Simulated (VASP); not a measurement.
A run of VASP 6.6.1 is set up as follows.

The input INCAR:

```
SYSTEM = Sn
PREC = Accurate
ENCUT = 600
EDIFF = 1E-6
ISMEAR = -1
SIGMA = 0.08
LREAL = .False.
LASPH = .True.
NELM = 80
ALGO = Normal
ISIF = 3
LWAVE = .False.
LCHARG = .False.
IBRION = 2
NSW = 60
EDIFFG = -0.005
PSTRESS = 520.0
```

Contents of KPOINTS:

```
Automatic mesh
0
Gamma
  8 8 11
  0 0 0
```

Contents of POSCAR:

```
Sn
1.0
    4.6229996096      0.0000000000      0.0000000000
   -2.3114998048      4.0036351036      0.0000000000
    0.0000000000      0.0000000000      2.8662597579
Sn
3
Direct
    0.0000000000      0.0000000000      0.0000000000
    0.3333333333      0.6666666667      0.5000000000
    0.6666666667      0.3333333333      0.5000000000
```

Potentials or basis: VASP PAW LDA potentials, release 64 (Sn_d).

Command:

```console
$ cat potpaw_LDA.64/Sn_d/POTCAR > POTCAR
$ mpirun -np 1 vasp_std > vasp.out
```

Task: Predict the band gap on the k mesh.

Result: Zero (band 21 reaches 16.38 eV, above the bottom of band 22 at 9.86 eV).

Task: Estimate the space group after relaxing (to 0.05 Å).

Result: P6/mmm (No. 191).

Final structure:
```xyz
3
Lattice="4.7374 0.0000 0.0000 -2.3687 4.1027 0.0000 0.0000 0.0000 2.7582" Properties=species:S:1:pos:R:3 pbc="T T T"
Sn    0.0000    0.0000    0.0000
Sn    0.0000    2.7351    1.3791
Sn    2.3687    1.3676    1.3791
```

Caveat: the cell is relaxed towards a set pressure, so the enthalpy falls and the energy may rise; spin-orbit coupling is left out, which moves the levels of the heavy elements.
